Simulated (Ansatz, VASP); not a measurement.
## Si2W in VASP and in Ansatz

INCAR

```
SYSTEM = Si2W
ALGO     = Normal         ! electronic algorithm
EDIFF    = 1E-6           ! SCF threshold, eV
ENCUT    = 520            ! plane-wave cutoff, eV
ISIF     = 2              ! what is computed and relaxed
ISMEAR   = 0              ! smearing method
LASPH    = .TRUE.         ! aspherical terms in the spheres
LCHARG   = .FALSE.        ! write CHGCAR
LREAL    = .FALSE.        ! projectors in reciprocal space
LWAVE    = .FALSE.        ! write WAVECAR
NBANDS   = 18             ! bands
NELM     = 100            ! most SCF steps
PREC     = Accurate       ! precision mode
SIGMA    = 0.15           ! smearing width, eV
```

Contents of KPOINTS:

```
k-points
0
G
  20 20 20
  0 0 0
```

The input POSCAR:

```
Si2W
1.0
   -1.6804416489      1.6804416489      3.6314344033
    1.6804416489     -1.6804416489      3.6314344033
    1.6804416489      1.6804416489     -3.6314344033
Si W
2 1
Direct
    0.3346644983      0.3346644983      0.0000000000
    0.6653355017      0.6653355017      0.0000000000
    0.0000000000      0.0000000000      0.0000000000
```

Input for Ansatz:

```yaml
crystal:
  lattice:
    - [-1.6804416489, 1.6804416489, 3.6314344033]
    - [1.6804416489, -1.6804416489, 3.6314344033]
    - [1.6804416489, 1.6804416489, -3.6314344033]
  atoms:
    - { symbol: Si, position: [0.3346644983, 0.3346644983, 0.0] }
    - { symbol: Si, position: [0.6653355017, 0.6653355017, 0.0] }
    - { symbol: W, position: [0.0, 0.0, 0.0] }
basis:
  ecutwfc: 420
kpoints:
  mp_grid: { grid: [20, 20, 20] }
hamiltonian:
  xc: lda
  pseudopotentials: { kind: paw, azcp: { folder: soft_1 } }
scf:
  occupations: { method: gaussian, width: 0.15 }
output:
  forces: true
  stress: true
  eigenvalues: true
```

Alike in both runs: task single point; functional LDA; k mesh 20 × 20 × 20; occupations gaussian, width 0.15 eV; no spin polarisation.

|  | VASP | Ansatz |
| --- | --- | --- |
| version | VASP 6.6.1 | Ansatz 0.2.0 |
| potentials or method | VASP PAW LDA potentials, release 64 (Si, W_sv), cutoff 520 eV | scalar-relativistic, plane waves, PAW |
| valence electrons in the cell | 22 | 22 |

|  | VASP | Ansatz | Ansatz less VASP |
| --- | --- | --- | --- |
| gap on the k mesh at the Fermi level (eV) | none | none | - |
| pressure (GPa) | -1.7 | -2.3 | -0.61 |
| traceless stress, the component that is largest in VASP (GPa) | 37.19 | 37.04 | -0.155 |
| rms of the force components (eV/Å) | 0.090 | 0.086 | -0.0035 |

Ansatz warns that its potentials were made for another functional, while VASP's fit it. LDA's correlation is that of Perdew and Zunger in VASP and of Perdew and Wang (1992) in Ansatz. Atom by atom the forces differ by 0.003 eV/Å (rms over components). A gap of «none» marks a metal or a gap that the smearing closes.

Spin-orbit coupling is off throughout.
